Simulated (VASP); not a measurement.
# ZnS (F-43m) in VASP: a series of runs

The runs below take ZnS through single point, relaxation of cell and atoms, with PBEsol.

Program: VASP 6.6.1. These are calculated values, not measurements. Logs are shortened: lines on timing, memory, paths and dates and some standing lists are left out, and cuts for length are marked.

### 1 The cell of the first run

The structure is cubic, space group F-43m (No. 216). The conventional cell has a = 5.357 Å, b = 5.357 Å, c = 5.357 Å, α = 90.00°, β = 90.00°, γ = 90.00°. Within 3.1 Å of Zn (site symmetry -43m) lie 4 S at 2.32 Å. Within 3.1 Å of S (site symmetry -43m) lie 4 Zn at 2.32 Å.

### 2 Single point, PBEsol

INCAR reads:

```
PREC = Accurate ; ENCUT = 500
EDIFF = 1E-6 ; ISMEAR = 0
SIGMA = 0.02 ; LREAL = F
LASPH = T ; NELM = 120
ALGO = Normal ; ISIF = 2
LWAVE = F ; LCHARG = F
GGA = PS ; NBANDS = 16
GGA_COMPAT = F
```

KPOINTS reads:

```
regular mesh
0
Gamma
  8 8 8
```

POSCAR reads:

```
ZnS
1.0
    0.0000000000      2.6784060005      2.6784060005
    2.6784060005      0.0000000000      2.6784060005
    2.6784060005      2.6784060005      0.0000000000
Zn S
1 1
Direct
    0.0000000000      0.0000000000      0.0000000000
    0.2500000000      0.2500000000      0.2500000000
```

Potentials or basis: VASP PAW PBE potentials, release 64 (Zn, S).

The run is started by

```
$ cat potpaw_PBE.64/Zn/POTCAR potpaw_PBE.64/S/POTCAR > POTCAR
$ mpirun -np 1 vasp_std > vasp.out
```

OUTCAR:

```text
PREC = Accurate
   ENCUT = 500
   EDIFF = 1E-6
   ISMEAR = 0
   LREAL = F
   LASPH = T
   NELM = 120
   ISIF = 2
   GGA = PS

 ion  position               nearest neighbor table
   1  0.000  0.000  0.000-   2 2.32   2 2.32   2 2.32   2 2.32
   2  0.250  0.250  0.250-   1 2.32   1 2.32   1 2.32   1 2.32

  LATTYP: Found a face centered cubic cell.
 ALAT       =     5.3568120010

  Lattice vectors:

 A1 = (   0.0000000000,   2.6784060005,   2.6784060005)
 A2 = (   2.6784060005,   0.0000000000,   2.6784060005)
 A3 = (   2.6784060005,   2.6784060005,   0.0000000000)

Analysis of symmetry for initial positions (statically):
=====================================================================
 Subroutine PRICEL returns:
 Original cell was already a primitive cell.

 Routine SETGRP: Setting up the symmetry group for a
 face centered cubic supercell.

 Subroutine GETGRP returns: Found 24 space group operations
 (whereof 24 operations were pure point group operations)
 out of a pool of 48 trial point group operations.

The static configuration has the point symmetry T_d .

Analysis of symmetry for dynamics (positions and initial velocities):
=====================================================================
 Subroutine PRICEL returns:
 Original cell was already a primitive cell.

 Routine SETGRP: Setting up the symmetry group for a
 face centered cubic supercell.

 Subroutine GETGRP returns: Found 24 space group operations
 (whereof 24 operations were pure point group operations)
 out of a pool of 48 trial point group operations.

The dynamic configuration has the point symmetry T_d .

 Subroutine INISYM returns: Found 24 space group operations
 (whereof 24 operations are pure point group operations),
 and found     1 'primitive' translations

----------------------------------------------------------------------------------------

                                     Primitive cell

  volume of cell :      38.4290

  direct lattice vectors                    reciprocal lattice vectors
     0.000000000  2.678406000  2.678406000    -0.186678196  0.186678196  0.186678196
     2.678406000  0.000000000  2.678406000     0.186678196 -0.186678196  0.186678196
     2.678406000  2.678406000  0.000000000     0.186678196  0.186678196 -0.186678196

  length of vectors
     3.787838091  3.787838091  3.787838091     0.323336120  0.323336120  0.323336120

  position of ions in fractional coordinates (direct lattice)
     0.000000000  0.000000000  0.000000000
     0.250000000  0.250000000  0.250000000

  ion indices of the primitive-cell ions
   primitive index   ion index
                 1           1
                 2           2

----------------------------------------------------------------------------------------

 KPOINTS: regular mesh

Automatic generation of k-mesh.
 Grid dimensions read from file:
 generate k-points for:    8    8    8

 Generating k-lattice:

  Cartesian coordinates                     Fractional coordinates (reciprocal lattice)
    -0.023334774  0.023334774  0.023334774     0.125000000  0.000000000  0.000000000
     0.023334774 -0.023334774  0.023334774     0.000000000  0.125000000  0.000000000
     0.023334774  0.023334774 -0.023334774     0.000000000  0.000000000  0.125000000

  Length of vectors
     0.040417015  0.040417015  0.040417015

  Shift w.r.t. Gamma in fractional coordinates (k-lattice)
     0.000000000  0.000000000  0.000000000

 Subroutine IBZKPT returns following result:
 ===========================================

 Found     29 irreducible k-points:

 Following reciprocal coordinates:
            Coordinates               Weight
  0.000000  0.000000  0.000000      1.000000
  0.125000  0.000000  0.000000      8.000000
  0.250000  0.000000  0.000000      8.000000
  0.375000  0.000000  0.000000      8.000000
  0.500000  0.000000  0.000000      4.000000
  0.125000  0.125000  0.000000      6.000000
[... 16 lines left out ...]
  0.500000  0.250000  0.125000     48.000000
 -0.375000  0.250000  0.125000     24.000000
 [... further k-points ...]
   k-points           NKPTS =     29   k-points in BZ     NKDIM =     29   number of bands    NBANDS=     16
   number of dos      NEDOS =    301   number of ions     NIONS =      2
   total plane-waves  NPLWV =  21952
   dimension x,y,z NGX =    28 NGY =   28 NGZ =   28
   dimension x,y,z NGXF=    56 NGYF=   56 NGZF=   56
   ions per type =               1   1
   NGX,Y,Z   is equivalent  to a cutoff of  12.29, 12.29, 12.29 a.u.
   NGXF,Y,Z  is equivalent  to a cutoff of  24.58, 24.58, 24.58 a.u.
 SYSTEM =  unknown system
   PREC   = accura    normal or accurate (medium, high low for compatibility)
   ISTART =      0    job   : 0-new  1-cont  2-samecut
   ICHARG =      2    charge: 1-file 2-atom 10-const
   ISPIN  =      1    spin polarized calculation?
   LNONCOLLINEAR =      F non collinear calculations
   LSORBIT =      F    spin-orbit coupling
   LASPH  =      T    aspherical Exc in radial PAW
   ENCUT  =  500.0 eV  36.75 Ry    6.06 a.u.   6.91  6.91  6.91*2*pi/ulx,y,z
   NELM   =    120;   NELMIN=  2; NELMDL= -5     # of ELM steps
   EDIFF  = 0.1E-05   stopping-criterion for ELM
   LREAL  =      F    real-space projection
   EDIFFG = 0.1E-04   stopping-criterion for IOM
   NSW    =      0    number of steps for IOM
   IBRION =     -1    ionic relax: 0-MD 1-quasi-New 2-CG
   NFREE  =      0    steps in history (QN), initial steepest desc. (CG)
   ISIF   =      2    stress and relaxation
   ISYM   =      2    0-nonsym 1-usesym 2-fastsym
   POTIM  = 0.5000    time-step for ionic-motion
   TEBEG  =    0.0;   TEEND  =   0.0 temperature during run
   PSTRESS=    0.0 pullay stress
   NELECT =      18.0000    total number of electrons
   NUPDOWN=      -1.0000    fix difference up-down
   EMIN   =  10.00;   EMAX   =-10.00  energy-range for DOS
   EFERMI =   0.00;   METHOD = LEGACY
   ISMEAR =     0;   SIGMA  =   0.02  broadening in eV -4-tet -1-fermi 0-gaus
   EFERMI_NEDOS =   21; number of points for ismear=-14 and -15
   IALGO  =     38    algorithm
   IMIX   =      4    mixing-type and parameters
     AMIX     =   0.40;   BMIX     =  1.00
     AMIX_MAG =   1.60;   BMIX_MAG =  1.00
  volume/ion in A,a.u.               =      19.21       129.67
  Fermi-wavevector in a.u.,A,eV,Ry     =   1.271391  2.402581 21.992947  1.616436
  Thomas-Fermi vector in A             =   2.404327
   LORBIT       =      0    0 simple, 1 ext, 2 COOP (PROOUT), +10 PAW based schemes
   GGA     = PS    functional components
   LHFCALC =     F    Hartree Fock is set to
   AEXX    =    0.0000 exact exchange contribution
   IVDW    =     0    specifies the selected vdW correction
   LEPSILON=     F    determine dielectric tensor
   LRPA    =     F    only Hartree local field effects (RPA)
 non-spin polarized calculation
 Gauss-broadening in eV      SIGMA  =   0.02
  energy-cutoff  :      500.00
  volume of cell :       38.43
 maximum number of plane-waves:       992
   NGX = 13   NGY = 13   NGZ = 13

 number of electron      18.0000015 magnetization

 Free energy of the ion-electron system (eV)
  ---------------------------------------------------
  ext. energy  EPLUGINS =         0.00000000
  ---------------------------------------------------
  free energy    TOTEN  =        -7.58841304 eV

  energy without entropy =       -7.58841304  energy(sigma->0) =       -7.58841304

 E-fermi :   2.4109     XC(G=0):  -9.9739

 val. band max:        2.2629077665   @ k =   0.0000   0.0000   0.0000
 cond. band min:       4.3546284032   @ k =   0.0000   0.0000   0.0000
 fundamental gap:      2.0917206367
 Fermi energy:         2.4108960881

 k-point     1 :       0.0000    0.0000    0.0000
  band No.  band energies     occupation
      1     -11.0806      2.00000
      2      -4.2193      2.00000
      3      -4.2193      2.00000
      4      -4.2193      2.00000
      5      -3.6885      2.00000
      6      -3.6885      2.00000
[... 8 lines left out ...]
     15      14.0296      0.00000
     16      14.0492      0.00000

 k-point     2 :       0.1250    0.0000    0.0000
  band No.  band energies     occupation
      1     -10.9564      2.00000
      2      -4.2222      2.00000
      3      -4.1970      2.00000
      4      -4.1970      2.00000
      5      -3.6904      2.00000
      6      -3.6904      2.00000
[... 8 lines left out ...]
     15      13.3899      0.00000
     16      14.8385      0.00000

 k-point     3 :       0.2500    0.0000    0.0000
  band No.  band energies     occupation
      1     -10.6308      2.00000
      2      -4.1849      2.00000
      3      -4.1483      2.00000
      4      -4.1483      2.00000
      5      -3.6872      2.00000
      6      -3.6872      2.00000
[... 8 lines left out ...]
     15      13.1796      0.00000
     16      14.3121      0.00000

 k-point     4 :       0.3750    0.0000    0.0000
  band No.  band energies     occupation
      1     -10.2579      2.00000
      2      -4.1101      2.00000
      3      -4.1101      2.00000
      4      -3.9745      2.00000
      5      -3.6690      2.00000
      6      -3.6690      2.00000
[... 8 lines left out ...]
     15      14.3328      0.00000
     16      14.3328      0.00000

 k-point     5 :       0.5000    0.0000    0.0000
  band No.  band energies     occupation
      1     -10.0851      2.00000
      2      -4.0982      2.00000
      3      -4.0982      2.00000
      4      -3.6560      2.00000
      5      -3.6560      2.00000
      6      -3.4832      2.00000
[... 8 lines left out ...]
     15      15.7198      0.00000
     16      15.7198      0.00000

 k-point     6 :       0.1250    0.1250    0.0000
  band No.  band energies     occupation
      1     -10.9150      2.00000
      2      -4.2448      2.00000
      3      -4.1782      2.00000
      4      -4.1782      2.00000
      5      -3.7068      2.00000
      6      -3.6765      2.00000
[... 8 lines left out ...]
     15      14.2346      0.00000
     16      15.3901      0.00000

 k-point     7 :       0.2500    0.1250    0.0000
  band No.  band energies     occupation
      1     -10.6556      2.00000
      2      -4.2426      2.00000
      3      -4.1271      2.00000
      4      -4.1267      2.00000
      5      -3.7158      2.00000
      6      -3.6656      2.00000
[... 8 lines left out ...]
     15      14.1974      0.00000
     16      15.8553      0.00000

 k-point     8 :       0.3750    0.1250    0.0000
  band No.  band energies     occupation
      1     -10.2926      2.00000
      2      -4.1559      2.00000
      3      -4.0808      2.00000
      4      -4.0370      2.00000
      5      -3.6886      2.00000
      6      -3.6528      2.00000
[... 8 lines left out ...]
     15      14.9836      0.00000
     16      15.2428      0.00000

 k-point     9 :       0.5000    0.1250    0.0000
  band No.  band energies     occupation
      1     -10.0426      2.00000
      2      -4.1033      2.00000
      3      -4.0646      2.00000
      4      -3.7658      2.00000
      5      -3.6527      2.00000
      6      -3.5308      2.00000
[... 8 lines left out ...]
     15      15.7371      0.00000
     16      15.7394      0.00000
[... 172 lines left out ...]
 k-point    19 :       0.5000    0.3750    0.0000
  band No.  band energies     occupation
      1      -9.8062      2.00000
      2      -4.2392      2.00000
      3      -3.8904      2.00000
      4      -3.8712      2.00000
      5      -3.6211      2.00000
      6      -3.4898      2.00000
[... 8 lines left out ...]
     15      16.0244      0.00000
     16      17.1728      0.00000

 k-point    20 :      -0.3750    0.3750    0.0000
  band No.  band energies     occupation
      1      -9.7749      2.00000
      2      -4.1521      2.00000
      3      -3.9195      2.00000
      4      -3.8029      2.00000
      5      -3.6510      2.00000
      6      -3.3175      2.00000
[... 8 lines left out ...]
     15      14.7408      0.00000
     16      18.1651      0.00000

 k-point    21 :       0.5000    0.5000    0.0000
  band No.  band energies     occupation
      1      -9.7497      2.00000
      2      -4.2848      2.00000
      3      -3.8543      2.00000
      4      -3.8543      2.00000
      5      -3.6069      2.00000
      6      -3.4640      2.00000
[... 8 lines left out ...]
     15      16.0333      0.00000
     16      16.8504      0.00000

 k-point    22 :       0.3750    0.2500    0.1250
  band No.  band energies     occupation
      1     -10.3747      2.00000
      2      -4.2134      2.00000
      3      -4.0811      2.00000
      4      -4.0541      2.00000
      5      -3.7145      2.00000
      6      -3.6476      2.00000
[... 8 lines left out ...]
     15      15.0723      0.00000
     16      17.3625      0.00000

 k-point    23 :       0.5000    0.2500    0.1250
  band No.  band energies     occupation
      1     -10.0621      2.00000
      2      -4.1120      2.00000
      3      -4.0502      2.00000
      4      -3.9130      2.00000
      5      -3.6714      2.00000
      6      -3.6152      2.00000
[... 8 lines left out ...]
     15      16.0633      0.00000
     16      16.6391      0.00000

 k-point    24 :      -0.3750    0.2500    0.1250
  band No.  band energies     occupation
      1      -9.9213      2.00000
      2      -4.0907      2.00000
      3      -4.0260      2.00000
      4      -3.7556      2.00000
      5      -3.6763      2.00000
      6      -3.4042      2.00000
[... 8 lines left out ...]
     15      15.7135      0.00000
     16      16.5978      0.00000

 [... further k-points ...]

------------------------ aborting loop because EDIFF is reached ----------------------------------------

  FORCE on cell =-STRESS in cart. coord.  units (eV):
  Direction    XX          YY          ZZ          XY          YZ          ZX
  --------------------------------------------------------------------------------------
  -------------------------------------------------------------------------------------
  Total        0.0423834      0.0423834      0.0423834      0.0000000      0.0000000      0.0000000
  in kB        1.7670440      1.7670440      1.7670440      0.0000000      0.0000000      0.0000000
  external PRESSURE =       1.7670440 kB  Pullay stress =       0.0000000 kB

 VOLUME and BASIS-vectors are now :
 -----------------------------------------------------------------------------
  energy-cutoff  :      500.00
  volume of cell :       38.43
      direct lattice vectors                 reciprocal lattice vectors
     0.000000000  2.678406000  2.678406000    -0.186678196  0.186678196  0.186678196
     2.678406000  0.000000000  2.678406000     0.186678196 -0.186678196  0.186678196
     2.678406000  2.678406000  0.000000000     0.186678196  0.186678196 -0.186678196

 POSITION                                       TOTAL-FORCE (eV/Angst)
 -----------------------------------------------------------------------------------
      0.00000      0.00000      0.00000        -0.000000      0.000000      0.000000
      1.33920      1.33920      1.33920         0.000000     -0.000000     -0.000000
 -----------------------------------------------------------------------------------
    total drift:                                0.000001      0.000001      0.000001

  FREE ENERGIE OF THE ION-ELECTRON SYSTEM (eV)
  ---------------------------------------------------
  free  energy   TOTEN  =        -7.5884130364 eV

  energy  without entropy=       -7.5884130364  energy(sigma->0) =       -7.58841304
```

Run time: 8.1 s. Hardware: 1 thread of Intel Xeon 6975P-C (Granite Rapids), shared host; peak memory 0.15 GiB.

What came out:

```
Free energy            : -7.5884 eV
Pressure               : 0.2 GPa
Band gap on the k mesh : 2.09 eV
```

Levels at points of the mesh, in eV from the valence-band top:
| k point | band 7 | band 8 | band 9 | band 10 | band 11 | band 12 |
| --- | --- | --- | --- | --- | --- | --- |
| (0.00, 0.00, 0.00) | 0.00 | 0.00 | 0.00 | 2.09 | 6.29 | 6.29 |
| (0.50, 0.00, 0.00) | -5.54 | -0.92 | -0.92 | 3.24 | 6.82 | 6.82 |
| (0.50, 0.50, 0.00) | -4.71 | -2.35 | -2.35 | 3.18 | 3.96 | 11.02 |

Caveat: the PAW data sets were made with another functional, which shifts forces and pressure a little.

### 3 Single point, PBEsol

INCAR reads:

```
  PREC = Accurate
  ENCUT = 500
  EDIFF = 1E-6
  ISMEAR = 0
  SIGMA = 0.01
  LREAL = False
  LASPH = True
  NELM = 120
  ALGO = Normal
  ISIF = 2
  LWAVE = False
  LCHARG = False
  GGA = PS
  NBANDS = 16
  GGA_COMPAT = False
```

KPOINTS is that of step 2.

POSCAR is that of step 2.

Potentials or basis: VASP PAW PBE potentials, release 64 (Zn, S).

The run is started by

```
$ cat potpaw_PBE.64/Zn/POTCAR potpaw_PBE.64/S/POTCAR > POTCAR
$ mpirun -np 1 vasp_std > vasp.out
```

It took 8.2 s on 1 thread of Intel Xeon 6975P-C (Granite Rapids), shared host; peak memory 0.16 GiB.

The run converged. Its results:

- Free energy: -7.5884 eV
- Pressure: 0.2 GPa
- Band gap on the k mesh: 2.09 eV

Levels at points of the mesh, in eV from the valence-band top:
| k point | band 7 | band 8 | band 9 | band 10 | band 11 | band 12 |
| --- | --- | --- | --- | --- | --- | --- |
| (0.00, 0.00, 0.00) | 0.00 | 0.00 | 0.00 | 2.09 | 6.29 | 6.29 |
| (0.50, 0.00, 0.00) | -5.54 | -0.92 | -0.92 | 3.24 | 6.82 | 6.82 |
| (0.50, 0.50, 0.00) | -4.71 | -2.35 | -2.35 | 3.18 | 3.96 | 11.02 |

Caveat: the PAW data sets were made with another functional, which shifts forces and pressure a little.

[end of part 1 of 2]
